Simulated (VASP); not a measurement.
Here is a VASP 6.6.1 calculation.

INCAR

```
SYSTEM = Be2C
PREC = Accurate
ENCUT = 600
EDIFF = 1E-6
ISMEAR = -1
SIGMA = 0.05
LREAL = .False.
LASPH = .True.
NELM = 120
ALGO = Normal
ISIF = 2
LWAVE = .False.
LCHARG = .False.
GGA = PE
NBANDS = 11
GGA_COMPAT = .False.
```

KPOINTS

```
regular mesh
0
Gamma
  11 11 11
  0 0 0
```

The input POSCAR:

```
Be2C
1.0
    0.0000000000      2.1793381662      2.1793381662
    2.1793381662      0.0000000000      2.1793381662
    2.1793381662      2.1793381662      0.0000000000
C Be
1 2
Direct
    0.0000000000      0.0000000000      0.0000000000
    0.7500000000      0.7500000000      0.7500000000
    0.2500000000      0.2500000000      0.2500000000
```

Potentials or basis: VASP PAW PBE potentials, release 64 (C, Be).

The run is started by

```console
$ cat potpaw_PBE.64/C/POTCAR potpaw_PBE.64/Be/POTCAR > POTCAR
$ mpirun -np 1 vasp_std > vasp.out
```

Task: Predict the pressure.

Result: -3.8 GPa.

Task: Predict the band gap on the k mesh.

Result: 1.24 eV, indirect (least direct gap 4.09 eV).

 A k mesh can miss the band edges.
